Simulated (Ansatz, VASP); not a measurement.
# Rh: VASP beside Ansatz

```
CELL_PARAMETERS angstrom
1.90155 -1.90155 0.00000
1.90155 0.00000 -1.90155
7.89488 7.89488 7.89488
ATOMIC_POSITIONS crystal
Rh 0.66667 0.66667 0.08027
Rh 0.00000 0.00000 0.88313
Rh 0.33333 0.33333 0.24084
Rh 0.66667 0.66667 0.56199
Rh 0.00000 0.00000 0.40142
Rh 0.33333 0.33333 0.72256
```

Alike in both runs: task single point; functional PBEsol; k mesh 20 × 20 × 4; occupations gaussian, width 0.15 eV; no spin polarisation.

|  | VASP | Ansatz |
| --- | --- | --- |
| version | VASP 6.6.1 | Ansatz 0.2.0 |
| potentials or method | VASP PAW PBE potentials, release 64 (Rh_pv), cutoff 520 eV | scalar-relativistic, plane waves, PAW |
| valence electrons in the cell | 90 | 102 |

|  | VASP | Ansatz | Ansatz less VASP |
| --- | --- | --- | --- |
| gap on the k mesh at the Fermi level (eV) | none | none | - |
| pressure (GPa) | -10.0 | -10.0 | +0.06 |
| traceless stress, the component that is largest in VASP (GPa) | -2.23 | -2.24 | -0.008 |
| rms of the force components (eV/Å) | 0.329 | 0.329 | +0.0010 |

VASP's potentials were made for PBE, not for PBEsol. Atom by atom the forces differ by 0.001 eV/Å (rms over components). A gap of «none» marks a metal or a gap that the smearing closes. With one functional, cell and mesh, what is left measures potentials, basis and numerics. VASP's potentials hold 90 valence electrons a cell and Ansatz's 102, so a difference there can come from the potentials and not from the codes.
